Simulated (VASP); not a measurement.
# W2Br3 (R-3m) in VASP: further runs

Runs on W2Br3. Level: PBE. Tasks: single point, relaxation of cell and atoms.

All numbers are computed with VASP 6.6.1; they aren't measurements. Logs are shortened: lines on timing, memory, paths and dates and some standing lists are left out, and cuts for length are marked.

## Step 1: The cell of the first run

Symmetry: R-3m, No. 166, trigonal system. The conventional cell has a = 8.102 Å, b = 8.102 Å, c = 9.681 Å, α = 90.00°, β = 90.00°, γ = 120.00°. Within 3.1 Å of W (site symmetry 3m) lie 3 Br at 2.34 Å. Within 3.1 Å of Br (site symmetry 2/m) lie 2 W at 2.34 Å.

The cell was built from a structure type or drawn by symmetry, and may not be a known phase.

## Step 2: Single point, PBE

INCAR

```
  ALGO = Normal
  EDIFF = 1E-6
  ENCUT = 520
  GGA = PE
  ISIF = 2
  ISMEAR = 0
  LASPH = True
  LCHARG = False
  LREAL = False
  LWAVE = False
  NBANDS = 32
  NELM = 60
  PREC = Accurate
  SIGMA = 0.1
```

KPOINTS

```
k-points
0
Gamma
  3 3 3
```

POSCAR

```
W2Br3
1.0
    4.0507548300      2.3387043900      3.2271376300
   -4.0507548300      2.3387043900      3.2271376300
    0.0000000000     -4.6774087800      3.2271376300
W Br
2 3
Direct
    0.8187567600      0.8187567600      0.8187567600
    0.1812432400      0.1812432400      0.1812432400
    0.0000000000      0.5000000000      0.0000000000
    0.0000000000      0.0000000000      0.5000000000
    0.5000000000      0.0000000000      0.0000000000
```

Potentials or basis: VASP PAW PBE potentials, release 64 (W_sv, Br).

On the command line:

```bash
$ cat potpaw_PBE.64/W_sv/POTCAR potpaw_PBE.64/Br/POTCAR > POTCAR
$ mpirun -np 1 vasp_std > vasp.out
```

OUTCAR:

```text
EDIFF = 1E-6
   ENCUT = 520
   GGA = PE
   ISIF = 2
   ISMEAR = 0
   LASPH = True
   LREAL = False
   NELM = 60
   PREC = Accurate

 ion  position               nearest neighbor table
   1  0.819  0.819  0.819-   4 2.34   3 2.34   5 2.34
   2  0.181  0.181  0.181-   4 2.34   3 2.34   5 2.34
   3  0.000  0.500  0.000-   1 2.34   2 2.34
   4  0.000  0.000  0.500-   1 2.34   2 2.34
   5  0.500  0.000  0.000-   1 2.34   2 2.34

  LATTYP: Found a trigonal (rhomboedric) cell.
 ALAT       =     5.6826552068
 COS(alpha) =    -0.0162470557

  Lattice vectors:

 A1 = (   4.0507548300,   2.3387043900,   3.2271376300)
 A2 = (  -4.0507548300,   2.3387043900,   3.2271376300)
 A3 = (   0.0000000000,  -4.6774087800,   3.2271376300)

Analysis of symmetry for initial positions (statically):
=====================================================================
 Subroutine PRICEL returns:
 Original cell was already a primitive cell.

 Routine SETGRP: Setting up the symmetry group for a
 trigonal (rhombohedral) supercell.

 Subroutine GETGRP returns: Found 12 space group operations
 (whereof 12 operations were pure point group operations)
 out of a pool of 12 trial point group operations.

The static configuration has the point symmetry D_3d.

Analysis of symmetry for dynamics (positions and initial velocities):
=====================================================================
 Subroutine PRICEL returns:
 Original cell was already a primitive cell.

 Routine SETGRP: Setting up the symmetry group for a
 trigonal (rhombohedral) supercell.

 Subroutine GETGRP returns: Found 12 space group operations
 (whereof 12 operations were pure point group operations)
 out of a pool of 12 trial point group operations.

The dynamic configuration has the point symmetry D_3d.

 Subroutine INISYM returns: Found 12 space group operations
 (whereof 12 operations are pure point group operations),
 and found     1 'primitive' translations

----------------------------------------------------------------------------------------

                                     Primitive cell

  volume of cell :     183.4341

[... 71 lines left out ...]
   LSORBIT =      F    spin-orbit coupling
   LASPH  =      T    aspherical Exc in radial PAW
   ENCUT  =  520.0 eV  38.22 Ry    6.18 a.u.  10.57 10.57 10.57*2*pi/ulx,y,z
   NELM   =     60;   NELMIN=  2; NELMDL= -5     # of ELM steps
   EDIFF  = 0.1E-05   stopping-criterion for ELM
   LREAL  =      F    real-space projection
   EDIFFG = 0.1E-04   stopping-criterion for IOM
   NSW    =      0    number of steps for IOM
   IBRION =     -1    ionic relax: 0-MD 1-quasi-New 2-CG
   NFREE  =      0    steps in history (QN), initial steepest desc. (CG)
   ISIF   =      2    stress and relaxation
   ISYM   =      2    0-nonsym 1-usesym 2-fastsym
   POTIM  = 0.5000    time-step for ionic-motion
   TEBEG  =    0.0;   TEEND  =   0.0 temperature during run
   PSTRESS=    0.0 pullay stress
   NELECT =      49.0000    total number of electrons
   NUPDOWN=      -1.0000    fix difference up-down
   EMIN   =  10.00;   EMAX   =-10.00  energy-range for DOS
   EFERMI =   0.00;   METHOD = LEGACY
   ISMEAR =     0;   SIGMA  =   0.10  broadening in eV -4-tet -1-fermi 0-gaus
   EFERMI_NEDOS =   21; number of points for ismear=-14 and -15
   IALGO  =     38    algorithm
   IMIX   =      4    mixing-type and parameters
     AMIX     =   0.40;   BMIX     =  1.00
     AMIX_MAG =   1.60;   BMIX_MAG =  1.00
  volume/ion in A,a.u.               =      36.69       247.57
  Fermi-wavevector in a.u.,A,eV,Ry     =   1.054339  1.992411 15.124648  1.111630
  Thomas-Fermi vector in A             =   2.189495
   LORBIT       =      0    0 simple, 1 ext, 2 COOP (PROOUT), +10 PAW based schemes
   GGA     = PE    functional components
   LHFCALC =     F    Hartree Fock is set to
   AEXX    =    0.0000 exact exchange contribution
   IVDW    =     0    specifies the selected vdW correction
   LEPSILON=     F    determine dielectric tensor
   LRPA    =     F    only Hartree local field effects (RPA)
 non-spin polarized calculation
 Gauss-broadening in eV      SIGMA  =   0.10
  energy-cutoff  :      520.00
  volume of cell :      183.43
 maximum number of plane-waves:      4956
 NGX is ok and might be reduce to    42
   NGX = 21   NGY = 21   NGZ = 21

 number of electron      48.9999997 magnetization

 Free energy of the ion-electron system (eV)
  ---------------------------------------------------
  ext. energy  EPLUGINS =         0.00000000
  ---------------------------------------------------
  free energy    TOTEN  =       -22.98235867 eV

  energy without entropy =      -22.93478500  energy(sigma->0) =      -22.95857184

 E-fermi :   2.4124     XC(G=0):  -7.6910

 val. band max:        2.3884745780   @ k =  -0.3333   0.3333   0.0000
 cond. band min:       2.6094547507   @ k =   0.3333  -0.0000  -0.0000
 fundamental gap:      0.2209801727
 Fermi energy:         2.4124153250

 k-point     1 :       0.0000    0.0000    0.0000
  band No.  band energies     occupation
      1     -71.8253      2.00000
      2     -71.8247      2.00000
      3     -36.2639      2.00000
      4     -36.2639      2.00000
      5     -36.2598      2.00000
      6     -36.2598      2.00000
[... 199 lines left out ...]
     31       5.4924      0.00000
     32       6.1127      0.00000

------------------------ aborting loop because EDIFF is reached ----------------------------------------

  FORCE on cell =-STRESS in cart. coord.  units (eV):
  Direction    XX          YY          ZZ          XY          YZ          ZX
  --------------------------------------------------------------------------------------
  -------------------------------------------------------------------------------------
  Total        5.3117277      5.3117276     -4.9086035      0.0000000     -0.0000000      0.0000000
  in kB       46.3944846     46.3944845    -42.8734573      0.0000000     -0.0000000      0.0000000
  external PRESSURE =      16.6385039 kB  Pullay stress =       0.0000000 kB

 VOLUME and BASIS-vectors are now :
 -----------------------------------------------------------------------------
  energy-cutoff  :      520.00
  volume of cell :      183.43
      direct lattice vectors                 reciprocal lattice vectors
     4.050754830  2.338704390  3.227137630     0.123433785  0.071264529  0.103290709
    -4.050754830  2.338704390  3.227137630    -0.123433785  0.071264529  0.103290709
     0.000000000 -4.677408780  3.227137630     0.000000000 -0.142529058  0.103290709

 POSITION                                       TOTAL-FORCE (eV/Angst)
 -----------------------------------------------------------------------------------
      0.00000      0.00000      7.92672         0.000000     -0.000000      2.086587
      0.00000      0.00000      1.75469         0.000000      0.000000     -2.086587
     -2.02538      1.16935      1.61357        -0.000000      0.000000     -0.000000
      0.00000     -2.33870      1.61357        -0.000000      0.000000     -0.000000
      2.02538      1.16935      1.61357         0.000000      0.000000     -0.000000
 -----------------------------------------------------------------------------------
    total drift:                               -0.000000      0.000000     -0.000000

  FREE ENERGIE OF THE ION-ELECTRON SYSTEM (eV)
  ---------------------------------------------------
  free  energy   TOTEN  =       -22.9823586674 eV

  energy  without entropy=      -22.9347850041  energy(sigma->0) =      -22.95857184
```

stdout:

```text
POSCAR found type information on POSCAR W Br
 POSCAR found :  2 types and       5 ions
 scaLAPACK will be used
 LDA part: xc-table for (Slater+PW92), standard interpolation
 POSCAR, INCAR and KPOINTS ok, starting setup
 FFT: planning ... GRIDC
 FFT: planning ... GRID_SOFT
 FFT: planning ... GRID
 WAVECAR not read
 entering main loop
```

Wall time 45 s (1 thread of Oxide Virtual Turin-like, shared host); peak memory 0.22 GiB.

Results:

```
Free energy            : -22.9824 eV
Pressure               : 1.7 GPa
Largest force          : 2.087 eV/Å
Band gap on the k mesh : zero (an odd number of electrons rules out a gap without spin polarisation)
```

Forces in eV/Å, atoms in the order of the input:
```
W    0.000  0.000  2.087
W    0.000  0.000 -2.087
Br   0.000  0.000  0.000
Br   0.000  0.000  0.000
Br   0.000  0.000  0.000
```

Levels at points of the mesh, in eV from the Fermi level:
| k point | band 22 | band 23 | band 24 | band 25 | band 26 | band 27 | band 28 | band 29 |
| --- | --- | --- | --- | --- | --- | --- | --- | --- |
| (0.00, 0.00, 0.00) | -1.00 | -1.00 | -0.55 | -0.55 | 0.67 | 0.88 | 1.17 | 1.17 |

Caveat: the k points lie up to 0.37 Å⁻¹ apart, too coarse for converged energies and pressures of a metal; spin-orbit coupling is left out, which moves the levels of the heavy elements; an odd number of electrons without spin polarisation forces a metal; a magnetic or distorted state may lie lower.

## Step 3: Single point, PBE

This run uses another cell than the first one, of 44.39 Å³/atom.

INCAR

```
SYSTEM = W2Br3
ALGO     = Normal         ! electronic algorithm
EDIFF    = 1E-6           ! SCF threshold, eV
ENCUT    = 520            ! plane-wave cutoff, eV
GGA      = PE             ! functional
ISIF     = 2              ! what is computed and relaxed
ISMEAR   = 0              ! smearing method
LASPH    = .TRUE.         ! aspherical terms in the spheres
LCHARG   = .FALSE.        ! write CHGCAR
LREAL    = .FALSE.        ! projectors in reciprocal space
LWAVE    = .FALSE.        ! write WAVECAR
NBANDS   = 32             ! bands
NELM     = 100            ! most SCF steps
PREC     = Accurate       ! precision mode
SIGMA    = 0.1            ! smearing width, eV
```

KPOINTS

```
k-points
0
G
  3 3 3
  0 0 0
```

POSCAR

```
W2Br3
1.0
    4.2297491355      2.4420468020      3.5815681613
   -4.2297491355      2.4420468020      3.5815681613
    0.0000000000     -4.8840936039      3.5815681613
W Br
2 3
Direct
    0.8966587485      0.8966587485      0.8966587485
    0.1033412515      0.1033412515      0.1033412515
    0.0000000000      0.5000000000      0.0000000000
    0.0000000000      0.0000000000      0.5000000000
    0.5000000000      0.0000000000      0.0000000000
```

Potentials or basis: VASP PAW PBE potentials, release 64 (W_sv, Br).

On the command line:

```bash
$ cat potpaw_PBE.64/W_sv/POTCAR potpaw_PBE.64/Br/POTCAR > POTCAR
$ mpirun -np 1 vasp_std > vasp.out
```

Wall time 80 s (1 thread of Oxide Virtual Turin-like, shared host); peak memory 0.28 GiB.

Results (log left out):

```
Free energy            : -27.5340 eV
Pressure               : 0.3 GPa
Largest force          : 0.360 eV/Å
Band gap on the k mesh : zero (an odd number of electrons rules out a gap without spin polarisation)
```

Forces on the atoms (eV/Å):
```
W    0.000  0.000 -0.360
W    0.000  0.000  0.360
Br   0.000  0.000  0.000
Br   0.000  0.000  0.000
Br   0.000  0.000  0.000
```

Stress tensor (GPa, compression positive):
```
0.08 0.00 0.00
0.00 0.08 0.00
0.00 0.00 0.66
```

Levels at points of the mesh, in eV from the Fermi level:
```csv
k point,band 22,band 23,band 24,band 25,band 26,band 27,band 28,band 29
"(0.00, 0.00, 0.00)",-1.03,-1.03,-0.88,-0.88,-0.67,1.95,1.95,2.32
```

Caveat: spin-orbit coupling is left out, which moves the levels of the heavy elements; an odd number of electrons without spin polarisation forces a metal; a magnetic or distorted state may lie lower.

## Step 4: Relaxation of cell and atoms, PBE

INCAR

```
PREC = Accurate
ENCUT = 600
EDIFF = 1E-6
ISMEAR = 0
SIGMA = 0.1
LREAL = False
LASPH = True
NELM = 80
ALGO = Normal
ISIF = 3
LWAVE = False
LCHARG = False
GGA = PE
IBRION = 2
NSW = 90
EDIFFG = -0.04
```

KPOINTS

```
Automatic mesh
0
Gamma
  3 3 3
```

POSCAR

```
W2Br3
1.0
    4.0507548300      2.3387043900      3.2271376300
   -4.0507548300      2.3387043900      3.2271376300
    0.0000000000     -4.6774087800      3.2271376300
W Br
2 3
Direct
    0.8187567600      0.8187567600      0.8187567600
    0.1812432400      0.1812432400      0.1812432400
    0.0000000000      0.5000000000      0.0000000000
    0.0000000000      0.0000000000      0.5000000000
    0.5000000000      0.0000000000      0.0000000000
```

On the command line:

```bash
$ cat potpaw_PBE.64/W_sv/POTCAR potpaw_PBE.64/Br/POTCAR > POTCAR
$ mpirun -np 1 vasp_std > vasp.out
```

It took 24 min on 1 thread of Oxide Virtual Turin-like, shared host; peak memory 0.32 GiB.

It converged, with:

```yaml
Free_energy: -27.5343 eV
Relaxed_volume: 44.64 Å³/atom
Relaxed_cell: a = 6.069 Å, b = 6.069 Å, c = 6.069 Å, α = 88.18°, β = 88.18°, γ = 88.18°
Space_group_after_relaxing_to_0.1_Å: R-3m (No. 166)
Energy_gained_by_relaxing: 910.3 meV/atom
Ionic_steps: 33
Pressure_after_relaxing: 0.0 GPa
Largest_force_after_relaxing: 0.017 eV/Å
Band_gap_on_the_k_mesh: zero (an odd number of electrons rules out a gap without spin polarisation)
```

Forces in eV/Å, atoms in the order of the input:
```
W    0.000  0.000  0.017
W    0.000  0.000 -0.017
Br   0.000  0.000  0.000
Br   0.000  0.000  0.000
Br   0.000  0.000  0.000
```

Step by step:
| step | energy change (eV) | largest force (eV/Å) | pressure (GPa) | volume (Å³) |
| --- | --- | --- | --- | --- |
| 1 | 0.0000 | 2.0867 | 1.67 | 183.43 |
| 2 | -0.8166 | 3.1610 | -3.64 | 193.18 |
| 3 | -1.6250 | 5.2797 | -5.93 | 202.17 |
| 4 | -2.8670 | 0.9154 | -2.96 | 216.57 |
| 5 | -2.5374 | 5.4695 | -6.51 | 209.39 |
| 6 | -2.9646 | 3.8211 | -5.52 | 213.18 |
| 7 | -3.0177 | 2.7215 | -4.88 | 214.41 |
| 8 | -2.1991 | 9.6529 | 2.12 | 207.91 |
| 9 | -3.1073 | 0.6696 | -3.54 | 212.55 |
| 10 | -3.4003 | 0.6011 | -2.87 | 204.81 |
| 11 | -3.8543 | 0.2709 | -0.45 | 187.72 |
| 12 | -2.8867 | 0.0482 | 13.01 | 155.19 |
| 13 | -3.9141 | 0.1588 | 0.72 | 182.40 |
| 14 | -3.9227 | 0.1122 | 1.56 | 179.24 |
| 15 | -3.9792 | 1.1099 | 0.84 | 181.43 |
| 16 | -3.9960 | 2.1026 | 0.17 | 183.97 |
| 17 | -4.0228 | 2.0757 | 0.18 | 184.88 |
| 18 | -4.1000 | 1.9651 | 0.23 | 187.60 |
| 19 | -4.2387 | 1.6494 | 0.38 | 192.90 |
| 20 | -4.4418 | 0.6289 | 0.87 | 202.97 |
| 21 | -4.3653 | 3.1491 | 2.69 | 221.08 |
| 22 | -4.4663 | 1.9191 | 2.20 | 215.02 |
| 23 | -4.5102 | 1.2612 | 1.42 | 220.13 |
| 24 | -4.5269 | 0.6020 | 0.60 | 226.12 |
| 25 | -4.5269 | 0.5754 | 0.57 | 226.36 |
| 26 | -4.5322 | 0.4997 | 0.54 | 225.68 |
| 27 | -4.5436 | 0.2937 | 0.45 | 223.58 |
| 28 | -4.5479 | 0.0546 | 0.29 | 219.25 |
| 29 | -4.5492 | 0.0494 | 0.34 | 220.47 |
| 30 | -4.5506 | 0.0259 | 0.19 | 221.52 |
| 31 | -4.5509 | 0.1744 | -0.13 | 223.68 |
| 32 | -4.5512 | 0.1132 | 0.00 | 222.78 |
| 33 | -4.5516 | 0.0175 | 0.01 | 223.20 |

Final structure:
```xyz
5
Lattice="4.2226 2.4379 3.6136 -4.2226 2.4379 3.6136 0.0000 -4.8758 3.6136" Properties=species:S:1:pos:R:3 pbc="T T T"
W     0.0000    0.0000    9.7224
W     0.0000    0.0000    1.1184
Br   -2.1113    1.2190    1.8068
Br    0.0000   -2.4379    1.8068
Br    2.1113    1.2190    1.8068
```

Levels at points of the mesh, in eV from the Fermi level:
| k point | band 23 | band 24 | band 25 | band 26 | band 27 | band 28 |
| --- | --- | --- | --- | --- | --- | --- |
| (0.00, 0.00, 0.00) | -1.02 | -0.84 | -0.84 | -0.65 | 1.91 | 1.91 |

Caveat: the k points lie up to 0.35 Å⁻¹ apart in the final cell, too coarse for converged energies and pressures of a metal; the volume moved by over 15 % at a fixed basis, so the end points are rough; spin-orbit coupling is left out, which moves the levels of the heavy elements; an odd number of electrons without spin polarisation forces a metal; a magnetic or distorted state may lie lower.

(Continued in part 2 of 2.)
